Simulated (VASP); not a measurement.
# TiGe4 (I-43m) in VASP: further runs

The runs below take TiGe4 through single point, relaxation of cell and atoms, with PBE.

Program: VASP 6.6.1. These are calculated values, not measurements. Logs are shortened: lines on timing, memory, paths and dates and some standing lists are left out, and cuts for length are marked.

## 1. The cell of the first run

The structure is cubic, space group I-43m (No. 217). The conventional cell has a = 6.126 Å, b = 6.126 Å, c = 6.126 Å, α = 90.00°, β = 90.00°, γ = 90.00°. Ti (site symmetry -43m) has 4 Ge at 1.85 Å within 2.5 Å. Ge (site symmetry 3m) has 1 Ti at 1.85 Å within 2.5 Å.

The cell was generated, and may not be a known phase.

## 2. Single point, PBE

INCAR

```
SYSTEM = TiGe4
  ALGO = Normal
  EDIFF = 1E-7
  ENCUT = 520
  GGA = PE
  ISIF = 2
  ISMEAR = 0
  LASPH = .True.
  LCHARG = .False.
  LREAL = .False.
  LWAVE = .False.
  NBANDS = 42
  NELM = 80
  PREC = Accurate
  SIGMA = 0.1
```

KPOINTS

```
k-points
0
Gamma
  4 4 4
  0 0 0
```

POSCAR

```
TiGe4
1.0
   -3.0628899500      3.0628899500      3.0628899500
    3.0628899500     -3.0628899500      3.0628899500
    3.0628899500      3.0628899500     -3.0628899500
Ti Ge
1 4
Direct
    0.0000000000      0.0000000000      0.0000000000
    0.3495999900      0.3495999900      0.3495999900
    0.6504000100      0.0000000000      0.0000000000
    0.0000000000      0.0000000000      0.6504000100
    0.0000000000      0.6504000100      0.0000000000
```

Potentials or basis: VASP PAW PBE potentials, release 64 (Ti_sv, Ge_d).

Command:

```bash
$ cat potpaw_PBE.64/Ti_sv/POTCAR potpaw_PBE.64/Ge_d/POTCAR > POTCAR
$ mpirun -np 1 vasp_std > vasp.out
```

OUTCAR:

```text
SYSTEM = TiGe4
   EDIFF = 1E-7
   ENCUT = 520
   GGA = PE
   ISIF = 2
   ISMEAR = 0
   LASPH = .True.
   LREAL = .False.
   NELM = 80
   PREC = Accurate

 ion  position               nearest neighbor table
   1  0.000  0.000  0.000-   2 1.85   3 1.85   4 1.85   5 1.85
   2  0.350  0.350  0.350-   1 1.85
   3  0.650  0.000  0.000-   1 1.85
   4  0.000  0.000  0.650-   1 1.85
   5  0.000  0.650  0.000-   1 1.85

  LATTYP: Found a body centered cubic cell.
 ALAT       =     6.1257799000

  Lattice vectors:

 A1 = (  -3.0628899500,   3.0628899500,   3.0628899500)
 A2 = (   3.0628899500,  -3.0628899500,   3.0628899500)
 A3 = (   3.0628899500,   3.0628899500,  -3.0628899500)

Analysis of symmetry for initial positions (statically):
=====================================================================
 Subroutine PRICEL returns:
 Original cell was already a primitive cell.

 Routine SETGRP: Setting up the symmetry group for a
 body centered cubic supercell.

 Subroutine GETGRP returns: Found 24 space group operations
 (whereof 24 operations were pure point group operations)
 out of a pool of 48 trial point group operations.

The static configuration has the point symmetry T_d .

Analysis of symmetry for dynamics (positions and initial velocities):
=====================================================================
 Subroutine PRICEL returns:
 Original cell was already a primitive cell.

 Routine SETGRP: Setting up the symmetry group for a
 body centered cubic supercell.

 Subroutine GETGRP returns: Found 24 space group operations
 (whereof 24 operations were pure point group operations)
 out of a pool of 48 trial point group operations.

The dynamic configuration has the point symmetry T_d .

 Subroutine INISYM returns: Found 24 space group operations
 (whereof 24 operations are pure point group operations),
 and found     1 'primitive' translations

----------------------------------------------------------------------------------------

                                     Primitive cell

  volume of cell :     114.9355

  direct lattice vectors                    reciprocal lattice vectors
[... 71 lines left out ...]
   LNONCOLLINEAR =      F non collinear calculations
   LSORBIT =      F    spin-orbit coupling
   LASPH  =      T    aspherical Exc in radial PAW
   ENCUT  =  520.0 eV  38.22 Ry    6.18 a.u.   9.86  9.86  9.86*2*pi/ulx,y,z
   NELM   =     80;   NELMIN=  2; NELMDL= -5     # of ELM steps
   EDIFF  = 0.1E-06   stopping-criterion for ELM
   LREAL  =      F    real-space projection
   EDIFFG = 0.1E-05   stopping-criterion for IOM
   NSW    =      0    number of steps for IOM
   IBRION =     -1    ionic relax: 0-MD 1-quasi-New 2-CG
   NFREE  =      0    steps in history (QN), initial steepest desc. (CG)
   ISIF   =      2    stress and relaxation
   ISYM   =      2    0-nonsym 1-usesym 2-fastsym
   POTIM  = 0.5000    time-step for ionic-motion
   TEBEG  =    0.0;   TEEND  =   0.0 temperature during run
   PSTRESS=    0.0 pullay stress
   NELECT =      68.0000    total number of electrons
   NUPDOWN=      -1.0000    fix difference up-down
   EMIN   =  10.00;   EMAX   =-10.00  energy-range for DOS
   EFERMI =   0.00;   METHOD = LEGACY
   ISMEAR =     0;   SIGMA  =   0.10  broadening in eV -4-tet -1-fermi 0-gaus
   EFERMI_NEDOS =   21; number of points for ismear=-14 and -15
   IALGO  =     38    algorithm
   IMIX   =      4    mixing-type and parameters
     AMIX     =   0.40;   BMIX     =  1.00
     AMIX_MAG =   1.60;   BMIX_MAG =  1.00
  volume/ion in A,a.u.               =      22.99       155.12
  Fermi-wavevector in a.u.,A,eV,Ry     =   1.374336  2.597119 25.698695  1.888801
  Thomas-Fermi vector in A             =   2.499772
   LORBIT       =      0    0 simple, 1 ext, 2 COOP (PROOUT), +10 PAW based schemes
   GGA     = PE    functional components
   LHFCALC =     F    Hartree Fock is set to
   AEXX    =    0.0000 exact exchange contribution
   IVDW    =     0    specifies the selected vdW correction
   LEPSILON=     F    determine dielectric tensor
   LRPA    =     F    only Hartree local field effects (RPA)
 non-spin polarized calculation
 Gauss-broadening in eV      SIGMA  =   0.10
  energy-cutoff  :      520.00
  volume of cell :      114.94
 maximum number of plane-waves:      3132
   NGX = 19   NGY = 19   NGZ = 19

 number of electron      68.0000064 magnetization

 Free energy of the ion-electron system (eV)
  ---------------------------------------------------
  ext. energy  EPLUGINS =         0.00000000
  ---------------------------------------------------
  free energy    TOTEN  =        -9.05924046 eV

  energy without entropy =       -9.02201936  energy(sigma->0) =       -9.04062991

 E-fermi :   5.1215     XC(G=0):  -9.7441

 val. band max:        5.0922208026   @ k =   0.2500   0.2500   0.0000
 cond. band min:       5.1626527896   @ k =   0.2500   0.0000   0.0000
 fundamental gap:      0.0704319870
 Fermi energy:         5.1214768469

 k-point     1 :       0.0000    0.0000    0.0000
  band No.  band energies     occupation
      1     -50.9903      2.00000
      2     -28.0700      2.00000
      3     -28.0700      2.00000
      4     -28.0700      2.00000
      5     -20.5289      2.00000
      6     -20.5289      2.00000
[... 349 lines left out ...]
     41       9.7486      0.00000
     42       9.7486      0.00000

------------------------ aborting loop because EDIFF is reached ----------------------------------------

  FORCE on cell =-STRESS in cart. coord.  units (eV):
  Direction    XX          YY          ZZ          XY          YZ          ZX
  --------------------------------------------------------------------------------------
  -------------------------------------------------------------------------------------
  Total       31.9443309     31.9443309     31.9443309     -0.0000000     -0.0000000      0.0000000
  in kB      445.2974504    445.2974504    445.2974504     -0.0000000     -0.0000000      0.0000000
  external PRESSURE =     445.2974504 kB  Pullay stress =       0.0000000 kB

 VOLUME and BASIS-vectors are now :
 -----------------------------------------------------------------------------
  energy-cutoff  :      520.00
  volume of cell :      114.94
      direct lattice vectors                 reciprocal lattice vectors
    -3.062889950  3.062889950  3.062889950     0.000000000  0.163244520  0.163244520
     3.062889950 -3.062889950  3.062889950     0.163244520  0.000000000  0.163244520
     3.062889950  3.062889950 -3.062889950     0.163244520  0.163244520  0.000000000

 POSITION                                       TOTAL-FORCE (eV/Angst)
 -----------------------------------------------------------------------------------
      0.00000      0.00000      0.00000        -0.000000     -0.000000     -0.000000
      1.07079      1.07079      1.07079         8.722904      8.722904      8.722904
     -1.99210      1.99210      1.99210         8.722904     -8.722904     -8.722904
      1.99210      1.99210     -1.99210        -8.722904     -8.722904      8.722904
      1.99210     -1.99210      1.99210        -8.722904      8.722904     -8.722904
 -----------------------------------------------------------------------------------
    total drift:                                0.000003      0.000003      0.000003

  FREE ENERGIE OF THE ION-ELECTRON SYSTEM (eV)
  ---------------------------------------------------
  free  energy   TOTEN  =        -9.0592404599 eV

  energy  without entropy=       -9.0220193583  energy(sigma->0) =       -9.04062991
```

Run time: 59 s. Hardware: 1 thread of AMD EPYC 9R45 (Zen 5), shared host; peak memory 0.21 GiB.

What came out:

```yaml
Free_energy: -9.0592 eV
Pressure: 44.5 GPa
Largest_force: 15.109 eV/Å
Band_gap_on_the_k_mesh: zero (bands 34 and 35 overlap by 1.02 eV)
```

Forces on the atoms (eV/Å):
```
Ti   0.000  0.000  0.000
Ge   8.723  8.723  8.723
Ge   8.723 -8.723 -8.723
Ge  -8.723 -8.723  8.723
Ge  -8.723  8.723 -8.723
```

Caveat: the k points lie up to 0.36 Å⁻¹ apart, too coarse for converged energies and pressures of a metal; atoms lie so close that the PAW spheres overlap strongly, which falsifies energies and pressures; forces of over 1 eV/Å act on the atoms, so gaps and moduli don't describe the material at rest.

## 3. Relaxation of cell and atoms, PBE

INCAR

```
PREC = Accurate
ENCUT = 600
EDIFF = 1E-6
ISMEAR = 0
SIGMA = 0.1
LREAL = F
LASPH = T
NELM = 80
ALGO = Normal
ISIF = 3
LWAVE = F
LCHARG = F
GGA = PE
IBRION = 2
NSW = 90
EDIFFG = -0.04
```

KPOINTS

```
regular mesh
0
Gamma
  4 4 4
```

POSCAR is that of step 2.

Potentials or basis: VASP PAW PBE potentials, release 64 (Ti_sv, Ge_d).

Command:

```bash
$ cat potpaw_PBE.64/Ti_sv/POTCAR potpaw_PBE.64/Ge_d/POTCAR > POTCAR
$ mpirun -np 1 vasp_std > vasp.out
```

Run time: 8.2 min. Hardware: 1 thread of AMD EPYC 9R45 (Zen 5), shared host; peak memory 0.26 GiB.

It converged, with:

| Item | Value |
| --- | --- |
| Free energy | -26.0775 eV |
| Relaxed volume | 20.60 Å³/atom |
| Relaxed cell | a = 5.115 Å, b = 5.115 Å, c = 5.115 Å, α = 109.47°, β = 109.47°, γ = 109.47° |
| Space group after relaxing (to 0.1 Å) | Im-3m (No. 229) |
| Energy gained by relaxing | 3403.6 meV/atom |
| Ionic steps | 16 |
| Pressure after relaxing | 0.0 GPa |
| Band gap on the k mesh | zero (bands 34 and 35 overlap by 0.71 eV) |

Forces on the atoms (eV/Å):
```
Ti   0.000  0.000  0.000
Ge   0.002  0.002  0.002
Ge   0.002 -0.002 -0.002
Ge  -0.002 -0.002  0.002
Ge  -0.002  0.002 -0.002
```

Step by step:
```tsv
step	energy change (eV)	largest force (eV/Å)	pressure (GPa)	volume (Å³)
1	0.0000	15.1059	44.57	114.94
2	-7.2518	0.1057	-8.81	257.48
3	-12.5190	0.8616	-8.85	170.47
4	-12.6735	1.1212	-8.06	165.62
5	-12.7862	1.9283	-5.36	154.42
6	-12.7974	1.7776	-5.86	156.16
7	-14.1204	1.9924	-5.22	137.34
8	-16.2752	1.6798	12.06	90.07
9	-16.3389	2.0161	6.93	97.06
10	-16.9275	0.1603	4.67	97.13
11	-16.9316	0.0081	4.68	97.14
12	-17.0148	0.1262	-0.21	103.35
13	-17.0154	0.1175	0.11	102.89
14	-17.0154	0.1148	0.33	102.77
15	-17.0172	0.0622	0.13	102.88
16	-17.0180	0.0027	0.04	103.00
```

Final structure:
```xyz
5
Lattice="-2.9530 2.9530 2.9530 2.9530 -2.9530 2.9530 2.9530 2.9530 -2.9530" Properties=species:S:1:pos:R:3 pbc="T T T"
Ti    0.0000    0.0000    0.0000
Ge    1.4764    1.4764    1.4764
Ge   -1.4766    1.4766    1.4766
Ge    1.4766    1.4766   -1.4766
Ge   -1.4764    1.4764    4.4296
```

Levels at points of the mesh, in eV from the Fermi level:
```tsv
k point	band 30	band 31	band 32	band 33	band 34	band 35	band 36	band 37	band 38	band 39
(0.00, 0.00, 0.00)	-2.89	-2.89	-2.43	-2.43	-2.43	-0.11	-0.11	2.19	2.19	2.19
(0.50, 0.00, 0.00)	-3.21	-1.84	-1.78	-1.49	-0.57	0.09	1.69	1.80	1.83	2.22
(0.50, 0.50, 0.50)	-5.13	-3.39	-2.54	-2.54	-2.54	1.79	1.79	2.69	2.69	2.69
```

Caveat: the k points lie up to 0.38 Å⁻¹ apart in the final cell, too coarse for converged energies and pressures of a metal.

The gap in the log of VASP goes by the Fermi energy; the results here count the filled bands.